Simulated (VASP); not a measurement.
# SiC3 in VASP: notebook

The runs below take SiC3 through relaxation of cell and atoms, single point, with PBEsol.

Program: VASP 6.6.1. These are calculated values, not measurements. Logs are shortened: lines on timing, memory, paths and dates and some standing lists are left out, and cuts for length are marked.

## Step 1: The cell of the first run

The typed cell holds 24 atoms: a = 5.757 Å, b = 5.757 Å, c = 7.051 Å, α = 90.00°, β = 90.00°, γ = 120.00°.

## Step 2: Relaxation of cell and atoms, PBEsol

Input file INCAR:

```
PREC     = Accurate       # precision mode
ENCUT    = 600            # plane-wave cutoff, eV
EDIFF    = 1E-7           # SCF threshold, eV
ISMEAR   = 0              # smearing method
SIGMA    = 0.1            # smearing width, eV
LREAL    = Auto         
LASPH    = True           # aspherical terms in the spheres
NELM     = 60             # most SCF steps
ALGO     = Normal         # electronic algorithm
ISIF     = 3              # what is computed and relaxed
LWAVE    = False          # write WAVECAR
LCHARG   = False          # write CHGCAR
GGA      = PS             # functional
IBRION   = 2              # ionic algorithm
NSW      = 70             # ionic steps
EDIFFG   = -0.04          # ionic threshold
ISYM     = 0
```

Input file KPOINTS:

```
Automatic mesh
0
Gamma
  3 3 2
  0 0 0.5
```

Input file POSCAR:

```
SiC3
1.0
   -4.0710122200     -4.0710122200      0.0000000000
    0.0000000000      4.0710122200      4.0710122200
   -4.0710122200      4.0710122200     -4.0710122200
C Si
18 6
Direct
    0.4936349777      0.9987736679      0.0034227483
    0.0007610904      0.9960945560      0.0013793242
    0.8326563474      0.1636198459      0.6669659057
    0.6632267669      0.3297895411      0.3336160528
    0.5005227123      0.4998938964      0.0002430127
    0.9998089683      0.5004337943      0.0018122892
    0.3381829054      0.6726735485      0.6694287391
    0.6691482447      0.8311587515      0.3332090092
    0.1682228032      0.8337750185      0.3318546257
    0.3369120180      0.1718373914      0.9147597938
    0.8368207701      0.1667507580      0.9148810695
    0.6683691020      0.3293835379      0.5830457693
    0.1640214992      0.3309411851      0.5817711023
    0.4985645074      0.4943408762      0.2483833322
    0.3296532188      0.6621654589      0.9172187312
    0.1700984138      0.8324159206      0.5814872936
    0.4893865497      0.9940715147      0.2503087619
    0.9957658752      0.9912174585      0.2545883460
    0.3360711109      0.1692671505      0.6633347140
    0.1660440248      0.3391046585      0.3296633340
    0.8309993570      0.6710490608      0.6670962964
    0.0003020169      0.5010663761      0.2536242445
    0.8294234858      0.6615658081      0.9120457857
    0.6662107473      0.8325032800      0.5857222668
```

Potentials or basis: VASP PAW PBE potentials, release 64 (C, Si).

Command:

```console
$ cat potpaw_PBE.64/C/POTCAR potpaw_PBE.64/Si/POTCAR > POTCAR
$ mpirun -np 1 vasp_std > vasp.out
```

OUTCAR:

```text
PREC = Accurate
   ENCUT = 600
   EDIFF = 1E-7
   ISMEAR = 0
   LREAL = Auto
   LASPH = True
   NELM = 60
   ISIF = 3
   GGA = PS
   IBRION = 2
   NSW = 70
   EDIFFG = -0.04
   ISYM = 0

 ion  position               nearest neighbor table
   1  0.494  0.999  0.003-  17 1.74  10 1.76  15 1.79  11 1.82
   2  0.001  0.996  0.001-  11 1.78  23 1.78  10 1.78  18 1.79
   3  0.833  0.164  0.667-  24 1.75  11 1.75  12 1.75  13 1.76
   4  0.663  0.330  0.334-  14 1.75  12 1.76  22 1.77  17 1.77
   5  0.501  0.500  0.000-  10 1.74  14 1.75  23 1.75  15 1.76
   6  1.000  0.500  0.002-  15 1.75  23 1.77  11 1.77  22 1.78
[... 10 lines left out ...]
  17  0.489  0.994  0.250-   9 1.70   1 1.74   4 1.77   8 1.81
  18  0.996  0.991  0.255-   8 1.72   9 1.73   2 1.79  20 1.81
  19  0.336  0.169  0.663-  12 1.75  13 1.76  10 1.77  16 1.78  21 2.87  21 2.89  20 2.90
  20  0.166  0.339  0.330-  22 1.72  14 1.76  13 1.78  18 1.81  19 2.90
  21  0.831  0.671  0.667-  24 1.72  23 1.73  16 1.80  12 1.80  19 2.87  19 2.89
  22  0.000  0.501  0.254-  20 1.72   9 1.75   4 1.77   6 1.78  23 2.92
  23  0.829  0.662  0.912-  21 1.73   5 1.75   6 1.77   2 1.78  24 2.84  22 2.92
  24  0.666  0.833  0.586-  21 1.72   7 1.74   3 1.75   8 1.78  23 2.84

IMPORTANT INFORMATION: All symmetrisations will be switched off!
NOSYMM: (Re-)initialisation of all symmetry stuff for point group C_1.

----------------------------------------------------------------------------------------

                                     Primitive cell

  volume of cell :     202.4084

  direct lattice vectors                    reciprocal lattice vectors
    -4.071012220 -4.071012220  0.000000000    -0.163759436 -0.081879718  0.081879718
     0.000000000  4.071012220  4.071012220    -0.081879718  0.081879718  0.163759436
    -4.071012220  4.071012220 -4.071012220    -0.081879718  0.081879718 -0.081879718

  length of vectors
     5.757280694  5.757280694  7.051200003     0.200563530  0.200563530  0.141819832

  position of ions in fractional coordinates (direct lattice)
     0.493634978  0.998773668  0.003422748
     0.000761090  0.996094556  0.001379324
     0.832656347  0.163619846  0.666965906
     0.663226767  0.329789541  0.333616053
     0.500522712  0.499893896  0.000243013
     0.999808968  0.500433794  0.001812289
[... 16 lines left out ...]
     0.829423486  0.661565808  0.912045786
     0.666210747  0.832503280  0.585722267

  ion indices of the primitive-cell ions
   primitive index   ion index
                 1           1
                 2           2
                 3           3
                 4           4
                 5           5
                 6           6
[... 16 lines left out ...]
                23          23
                24          24

----------------------------------------------------------------------------------------

 KPOINTS: Automatic mesh

Automatic generation of k-mesh.
 Grid dimensions read from file:
 generate k-points for:    3    3    2

 Generating k-lattice:

  Cartesian coordinates                     Fractional coordinates (reciprocal lattice)
    -0.054586479 -0.027293239  0.027293239     0.333333333  0.000000000  0.000000000
    -0.027293239  0.027293239  0.054586479     0.000000000  0.333333333  0.000000000
    -0.040939859  0.040939859 -0.040939859     0.000000000  0.000000000  0.500000000

  Length of vectors
     0.066854510  0.066854510  0.070909916

  Shift w.r.t. Gamma in fractional coordinates (k-lattice)
     0.000000000  0.000000000  0.500000000

 Subroutine IBZKPT returns following result:
 ===========================================

 Found      9 irreducible k-points:

 Following reciprocal coordinates:
            Coordinates               Weight
  0.000000  0.000000  0.250000      2.000000
  0.333333  0.000000  0.250000      2.000000
  0.000000  0.333333  0.250000      2.000000
 -0.333333  0.333333  0.250000      2.000000
 -0.333333  0.000000  0.250000      2.000000
  0.000000 -0.333333  0.250000      2.000000
  0.333333 -0.333333  0.250000      2.000000
  0.333333  0.333333  0.250000      2.000000
 -0.333333 -0.333333  0.250000      2.000000
   k-points           NKPTS =      9   k-points in BZ     NKDIM =      9   number of bands    NBANDS=     61
   number of dos      NEDOS =    301   number of ions     NIONS =     24
   total plane-waves  NPLWV = 129024
   dimension x,y,z NGX =    48 NGY =   48 NGZ =   56
   dimension x,y,z NGXF=    96 NGYF=   96 NGZF=  112
   ions per type =              18   6
   NGX,Y,Z   is equivalent  to a cutoff of  13.86, 13.86, 13.20 a.u.
   NGXF,Y,Z  is equivalent  to a cutoff of  27.72, 27.72, 26.41 a.u.
 SYSTEM =  unknown system
   PREC   = accura    normal or accurate (medium, high low for compatibility)
   ISTART =      0    job   : 0-new  1-cont  2-samecut
   ICHARG =      2    charge: 1-file 2-atom 10-const
   ISPIN  =      1    spin polarized calculation?
   LNONCOLLINEAR =      F non collinear calculations
   LSORBIT =      F    spin-orbit coupling
   LASPH  =      T    aspherical Exc in radial PAW
   ENCUT  =  600.0 eV  44.10 Ry    6.64 a.u.  11.50 11.50 14.08*2*pi/ulx,y,z
   NELM   =     60;   NELMIN=  2; NELMDL= -5     # of ELM steps
   EDIFF  = 0.1E-06   stopping-criterion for ELM
   LREAL  =      T    real-space projection
   EDIFFG = -.4E-01   stopping-criterion for IOM
   NSW    =     70    number of steps for IOM
   IBRION =      2    ionic relax: 0-MD 1-quasi-New 2-CG
   NFREE  =      1    steps in history (QN), initial steepest desc. (CG)
   ISIF   =      3    stress and relaxation
   ISYM   =      0    0-nonsym 1-usesym 2-fastsym
   POTIM  = 0.5000    time-step for ionic-motion
   TEBEG  =    0.0;   TEEND  =   0.0 temperature during run
   PSTRESS=    0.0 pullay stress
   NELECT =      96.0000    total number of electrons
   NUPDOWN=      -1.0000    fix difference up-down
   EMIN   =  10.00;   EMAX   =-10.00  energy-range for DOS
   EFERMI =   0.00;   METHOD = LEGACY
   ISMEAR =     0;   SIGMA  =   0.10  broadening in eV -4-tet -1-fermi 0-gaus
   EFERMI_NEDOS =   21; number of points for ismear=-14 and -15
   IALGO  =     38    algorithm
   IMIX   =      4    mixing-type and parameters
     AMIX     =   0.40;   BMIX     =  1.00
     AMIX_MAG =   1.60;   BMIX_MAG =  1.00
  volume/ion in A,a.u.               =       8.43        56.91
  Fermi-wavevector in a.u.,A,eV,Ry     =   1.276701  2.412614 22.177015  1.629965
  Thomas-Fermi vector in A             =   2.409342
   LORBIT       =      0    0 simple, 1 ext, 2 COOP (PROOUT), +10 PAW based schemes
   GGA     = PS    functional components
   LHFCALC =     F    Hartree Fock is set to
   AEXX    =    0.0000 exact exchange contribution
   IVDW    =     0    specifies the selected vdW correction
   LEPSILON=     F    determine dielectric tensor
   LRPA    =     F    only Hartree local field effects (RPA)
 conjugate gradient relaxation of ions
 non-spin polarized calculation
 Gauss-broadening in eV      SIGMA  =   0.10
  energy-cutoff  :      600.00
  volume of cell :      202.41
 maximum number of plane-waves:      6756
 NGX is ok and might be reduce to    48
   NGX = 23   NGY = 23   NGZ = 29

--------------------------------------- Ionic step        1  -------------------------------------------

 number of electron      96.0000000 magnetization

 Free energy of the ion-electron system (eV)
  ---------------------------------------------------
  ext. energy  EPLUGINS =         0.00000000
  ---------------------------------------------------
  free energy    TOTEN  =      -176.06291453 eV

  energy without entropy =     -176.06291453  energy(sigma->0) =     -176.06291453

------------------------ aborting loop because EDIFF is reached ----------------------------------------

  FORCE on cell =-STRESS in cart. coord.  units (eV):
  Direction    XX          YY          ZZ          XY          YZ          ZX
  --------------------------------------------------------------------------------------
  -------------------------------------------------------------------------------------
  Total       20.8457948     18.3680770     21.2194085      9.8128276      7.4551276     19.7541658
  in kB      165.0063161    145.3937709    167.9636811     77.6741090     59.0115731    156.3654522
  external PRESSURE =     159.4545894 kB  Pullay stress =       0.0000000 kB
[... 155 lines left out ...]
  FREE ENERGIE OF THE ION-ELECTRON SYSTEM (eV)
  ---------------------------------------------------
  free  energy   TOTEN  =      -184.6201836576 eV

  energy  without entropy=     -184.6163982481  energy(sigma->0) =     -184.61829095

 E-fermi :   9.7801     XC(G=0): -11.9877

 val. band max:        9.4604963108   @ k =   0.0000   0.0000   0.2500
 cond. band min:      10.0996703885   @ k =   0.0000   0.0000   0.2500
 fundamental gap:      0.6391740777
 Fermi energy:         9.7800830002

 k-point     1 :       0.0000    0.0000    0.2500
  band No.  band energies     occupation
      1      -9.5596      2.00000
      2      -8.4376      2.00000
      3      -6.6471      2.00000
      4      -6.2946      2.00000
      5      -5.7336      2.00000
      6      -5.6694      2.00000
[... 556 lines left out ...]
     59      13.5579      0.00000
     60      13.7158      0.00000
 [bands above 60 left out]

[... ionic steps 4 to 26 ...]

--------------------------------------- Ionic step       27  -------------------------------------------

 number of electron      96.0000001 magnetization

------------------------ aborting loop because EDIFF is reached ----------------------------------------

  FORCE on cell =-STRESS in cart. coord.  units (eV):
  Direction    XX          YY          ZZ          XY          YZ          ZX
  --------------------------------------------------------------------------------------
  -------------------------------------------------------------------------------------
  Total        0.1073098      0.0324777      0.0981963      0.0207098      0.0039320     -0.0777834
  in kB        0.8815995      0.2668194      0.8067279      0.1701410      0.0323032     -0.6390269
  external PRESSURE =       0.6517156 kB  Pullay stress =       0.0000000 kB
[... 101 lines left out ...]
  energy  without entropy=     -191.4083672562  energy(sigma->0) =     -191.40836726

--------------------------------------- Ionic step       29  -------------------------------------------

 number of electron      96.0000001 magnetization

 Free energy of the ion-electron system (eV)
  ---------------------------------------------------
  ext. energy  EPLUGINS =         0.00000000
  ---------------------------------------------------
  free energy    TOTEN  =      -191.40854353 eV

  energy without entropy =     -191.40854353  energy(sigma->0) =     -191.40854353

 E-fermi :  10.4602     XC(G=0): -12.2096

 val. band max:       10.0237826378   @ k =   0.0000   0.0000   0.2500
 cond. band min:      10.8954823443   @ k =   0.0000   0.0000   0.2500
 fundamental gap:      0.8716997066
 Fermi energy:        10.4602307201

 k-point     1 :       0.0000    0.0000    0.2500
  band No.  band energies     occupation
      1      -9.4784      2.00000
      2      -8.2756      2.00000
      3      -6.3821      2.00000
      4      -5.8683      2.00000
      5      -5.6183      2.00000
      6      -5.3691      2.00000
[... 556 lines left out ...]
     59      14.3229      0.00000
     60      14.4901      0.00000
 [bands above 60 left out]

------------------------ aborting loop because EDIFF is reached ----------------------------------------

  FORCE on cell =-STRESS in cart. coord.  units (eV):
  Direction    XX          YY          ZZ          XY          YZ          ZX
  --------------------------------------------------------------------------------------
  -------------------------------------------------------------------------------------
  Total       -0.0201632     -0.0084837     -0.0195134     -0.0113429      0.0074304      0.0204329
  in kB       -0.1656000     -0.0696768     -0.1602633     -0.0931592      0.0610254      0.1678154
  external PRESSURE =      -0.1318467 kB  Pullay stress =       0.0000000 kB
[... 39 lines left out ...]
  FREE ENERGIE OF THE ION-ELECTRON SYSTEM (eV)
  ---------------------------------------------------
  free  energy   TOTEN  =      -191.4085435349 eV

  energy  without entropy=     -191.4085435348  energy(sigma->0) =     -191.40854353

 reached required accuracy - stopping structural energy minimisation
```

Run time: 29 min. Hardware: 1 thread of Intel Xeon 6975P-C (Granite Rapids), shared host; peak memory 0.4 GiB.

What came out:

| Item | Value |
| --- | --- |
| Free energy | -191.4085 eV |
| Relaxed volume | 8.13 Å³/atom |
| Relaxed cell | a = 5.701 Å, b = 5.701 Å, c = 6.947 Å, α = 89.35°, β = 90.65°, γ = 120.23° |
| Space group after relaxing (to 0.1 Å) | Cm (No. 8) |
| Pressure after relaxing | 0.0 GPa |
| Largest force after relaxing | 0.033 eV/Å |
| Band gap on the k mesh | 0.87 eV |

Forces in eV/Å, atoms in the order of the input:
```
C    0.001 -0.010  0.002
C    0.000  0.005 -0.006
C    0.004 -0.005  0.006
C    0.001 -0.002  0.002
C   -0.008  0.004  0.002
C    0.011 -0.028  0.013
C    0.008 -0.003  0.001
C    0.001  0.005  0.006
C    0.001 -0.001  0.004
C   -0.004  0.001 -0.003
C   -0.002  0.006 -0.007
C   -0.007  0.011 -0.001
C    0.000 -0.009 -0.006
C    0.001  0.000  0.014
C   -0.005  0.004 -0.002
C    0.005  0.015 -0.014
C   -0.009  0.010 -0.007
C    0.013 -0.001  0.001
Si   0.004 -0.008  0.000
Si   0.009  0.017  0.013
Si  -0.007 -0.015 -0.002
Si  -0.017  0.005 -0.018
Si  -0.004  0.010 -0.002
Si   0.004 -0.009  0.004
```

Final structure:
```
CELL_PARAMETERS angstrom
-4.00793 -4.05477 0.00934
-0.00916 4.05460 4.00767
-3.99242 4.04809 -3.99248
ATOMIC_POSITIONS crystal
C 0.49167 0.00645 0.00890
C 0.01420 0.02738 0.01689
C 0.84717 0.18401 0.68267
C 0.64141 0.30336 0.32384
C 0.47081 0.48396 0.01690
C 0.01169 0.48659 0.98430
C 0.31445 0.65124 0.68270
C 0.66229 0.83576 0.29932
C 0.19493 0.85678 0.32388
C 0.32827 0.16988 0.95096
C 0.83818 0.17960 0.91883
C 0.66791 0.29740 0.55942
C 0.15215 0.34630 0.62603
C 0.50962 0.51054 0.24419
C 0.31869 0.66014 0.91886
C 0.20119 0.83061 0.55941
C 0.49649 0.00167 0.22995
C 0.98752 0.98849 0.24418
Si 0.33507 0.16342 0.68339
Si 0.18086 0.31721 0.36280
Si 0.85612 0.64245 0.62542
Si 0.98811 0.51013 0.24045
Si 0.82678 0.67140 0.93020
Si 0.64925 0.84914 0.56637
```

Levels at points of the mesh, in eV from the valence-band top:
```
           k point  band 44  band 45  band 46  band 47  band 48  band 49  band 50  band 51  band 52  band 53
(0.00, 0.00, 0.25)    -1.68    -1.68    -0.90    -0.53     0.00     0.87     1.11     1.50     1.75     1.93
```

Caveat: the k points lie up to 0.45 Å⁻¹ apart in the final cell; the PAW data sets were made with another functional, which shifts forces and pressure a little; a shifted mesh leaves out Γ, where band edges can lie.

## Step 3: Single point, PBEsol

This run uses another cell than the first one, of 8.12 Å³/atom.

Input file INCAR:

```
SYSTEM = SiC3
ALGO     = Normal         ! electronic algorithm
EDIFF    = 1E-6           ! SCF threshold, eV
ENCUT    = 520            ! plane-wave cutoff, eV
GGA      = PS             ! functional
ISIF     = 2              ! what is computed and relaxed
ISMEAR   = 0              ! smearing method
ISYM     = 0            
LASPH    = .True.         ! aspherical terms in the spheres
LCHARG   = .True.         ! write CHGCAR
LELF     = .True.         ! ELF
LREAL    = Auto         
LVHAR    = .True.       
LWAVE    = .False.        ! write WAVECAR
NBANDS   = 66             ! bands
NELM     = 60             ! most SCF steps
PREC     = Accurate       ! precision mode
SIGMA    = 0.1            ! smearing width, eV
```

KPOINTS is that of step 2.

Input file POSCAR:

```
SiC3
1.0
   -4.0074078971     -4.0535805624      0.0094500783
   -0.0092943012      4.0534247853      4.0070807069
   -3.9918192860      4.0474420297     -3.9918036501
C Si
18 6
Direct
    0.4916710560      1.0064800506      0.0089805550
    0.0142915841      1.0274066369      0.0169235930
    0.8472530662      0.1840216044      0.6824979713
    0.6414420004      0.3034683592      0.3239309927
    0.4708824289      0.4839476691      0.0169233262
    1.0118602700      0.4864435854     -0.0158841912
    0.3143082039      0.6510934963      0.6825219530
    0.6623919748      0.8358214441      0.2991700281
    0.1947808606      0.8567917742      0.3239395345
    0.3283253391      0.1699249479      0.9509098293
    0.8383740815      0.1796507158      0.9188663899
    0.6679408841      0.2973218603      0.5596739049
    0.1520770131      0.3462729856      0.6259153957
    0.5096472892      0.5106032084      0.2441522044
    0.3186687743      0.6599717382      0.9188971016
    0.2010174940      0.8303833562      0.5596897580
    0.4964283575      1.0017649213      0.2300023106
    0.9876285494      0.9885847314      0.2441640793
    0.3349601586      0.1633722595      0.6833344536
    0.1808315661      0.3174395859      0.3627011933
    0.8559504812      0.6424036999      0.6255493280
   -0.0119738041      0.5102063161      0.2404567696
    0.8268818215      0.6713937199      0.9304526412
    0.6491680629      0.8491243889      0.5660934260
```

Potentials or basis: VASP PAW PBE potentials, release 64 (C, Si).

Command:

```console
$ cat potpaw_PBE.64/C/POTCAR potpaw_PBE.64/Si/POTCAR > POTCAR
$ mpirun -np 1 vasp_std > vasp.out
```

It took 5.2 min on 1 thread of Intel Xeon 8259CL, shared host; peak memory 0.31 GiB.

Results (log left out):

| Quantity | Value |
| --- | --- |
| Free energy | -191.3832 eV |
| Pressure | 0.4 GPa |
| Largest force | 0.041 eV/Å |
| Band gap on the k mesh | 0.87 eV |

Forces on the atoms (eV/Å):
```
C    0.014 -0.023  0.020
C    0.001  0.005  0.007
C    0.021  0.013 -0.033
C    0.014 -0.002 -0.004
C    0.007  0.012  0.002
C   -0.008  0.028 -0.002
C   -0.029  0.008  0.021
C    0.003  0.018  0.001
C   -0.008  0.002  0.012
C   -0.006  0.002 -0.009
C    0.019 -0.013 -0.026
C    0.011 -0.003  0.011
C   -0.002 -0.022 -0.005
C   -0.010  0.005  0.008
C   -0.020 -0.012  0.015
C    0.014 -0.002  0.012
C   -0.014  0.007 -0.014
C    0.003  0.008 -0.005
Si  -0.006 -0.006 -0.006
Si  -0.001 -0.009 -0.002
Si  -0.010  0.010 -0.008
Si   0.002 -0.016 -0.001
Si   0.020 -0.011  0.019
Si  -0.018  0.003 -0.014
```

Levels at points of the mesh, in eV from the valence-band top:
| k point | band 46 | band 47 | band 48 | band 49 | band 50 | band 51 |
| --- | --- | --- | --- | --- | --- | --- |
| (0.00, 0.00, 0.25) | -0.90 | -0.53 | 0.00 | 0.87 | 1.11 | 1.51 |

Caveat: the k points lie up to 0.45 Å⁻¹ apart; the PAW data sets were made with another functional, which shifts forces and pressure a little; a shifted mesh leaves out Γ, where band edges can lie. A k mesh can miss the band edges.

(Continued in part 2 of 2.)
